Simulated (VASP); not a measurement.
**LiF: single point with PBEsol**

The system is LiF.

```xyz
10
Lattice="3.0623 0.0000 0.0000 -1.5312 2.6521 0.0000 0.0000 0.0000 12.3264" Properties=species:S:1:pos:R:3 pbc="T T T"
Li    0.0000    0.0000   -0.0139
Li    0.0000    1.7680    2.4382
Li    1.5312    0.8840    4.9169
Li    0.0000    0.0000    7.3947
Li    0.0000    1.7680    9.8669
F     0.0000    0.0000    1.8473
F     0.0000    1.7680    4.3133
F     1.5312    0.8840    6.7912
F     0.0000    0.0000    9.2688
F     0.0000    1.7680   11.7271
```

```json
{
  "Program": "VASP 6.6.1",
  "Task": "single point",
  "Functional": "PBEsol",
  "Potentials or basis": "VASP PAW PBE potentials, release 64 (Li_sv, F)",
  "Cutoff": "520 eV",
  "k mesh": "9 × 9 × 3",
  "Occupations": "gaussian, width 0.02 eV",
  "Spin": "no spin polarisation"
}
```

```json
{"Band gap on the k mesh": "7.64 eV, direct"}
```

Forces on the atoms (eV/Å):
```
Li   0.000  0.000 -0.002
Li   0.000  0.000  0.001
Li   0.000  0.000  0.000
Li   0.000  0.000  0.001
Li   0.000  0.000 -0.003
F    0.000  0.000  0.002
F    0.000  0.000 -0.001
F    0.000  0.000  0.000
F    0.000  0.000 -0.001
F    0.000  0.000  0.003
```

Levels at points of the mesh, in eV from the valence-band top:
| k point | band 23 | band 24 | band 25 | band 26 | band 27 | band 28 |
| --- | --- | --- | --- | --- | --- | --- |
| (0.00, 0.00, 0.00) | -0.04 | -0.04 | 0.00 | 7.64 | 8.72 | 8.73 |

It took 54 s on 1 thread of Intel(R) Xeon(R) 6975P-C (Granite Rapids), with other jobs on the host, peak memory 0.24 GiB.

Caveat: the PAW data sets were made with another functional, which shifts forces and pressure a little. A k mesh can miss the band edges.
